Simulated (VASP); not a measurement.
Crystal: SiC.

```
Si C
1.0
     0.00000    2.17805    2.17805
     2.17805    0.00000    2.17805
     2.17805    2.17805    0.00000
Si C
1 1
Direct
  0.25000 0.25000 0.25000
  0.00000 0.00000 0.00000
```

Base run:

```yaml
Program: VASP 6.6.1
Functional: r2SCAN
Potentials_or_basis: VASP PAW PBE potentials, release 64 (Si, C)
Cutoff: 520 eV
k_mesh: 6 × 6 × 6
Occupations: gaussian, width 0.01 eV
Spin: no spin polarisation
```

Its results: band gap on the k mesh 1.72 eV (least direct gap 5.06 eV); pressure -0.1 GPa.

After a change of settings the same cell gave: band gap on the k mesh 1.30 eV (least direct gap 4.49 eV); pressure -3.7 GPa. Which change was it?
A. functional from r2SCAN to PBE; further incar settings from ALGO = Normal; EDIFF = 1e-07; NBANDS = 11 to ALGO = Normal; EDIFF = 1e-06; NBANDS = 11
B. functional from r2SCAN to LDA; potentials or basis from VASP PAW PBE potentials, release 64 (Si, C) to VASP PAW LDA potentials, release 64 (Si, C)
C. functional from r2SCAN to HSE06; further incar settings from ALGO = Normal; EDIFF = 1e-07; NBANDS = 11 to ALGO = Normal; EDIFF = 1e-06; NBANDS = 11

B.

Caveats: the PAW data sets were made with another functional, which shifts forces and pressure a little (at least some runs); the cell stands under tension (at least some runs).
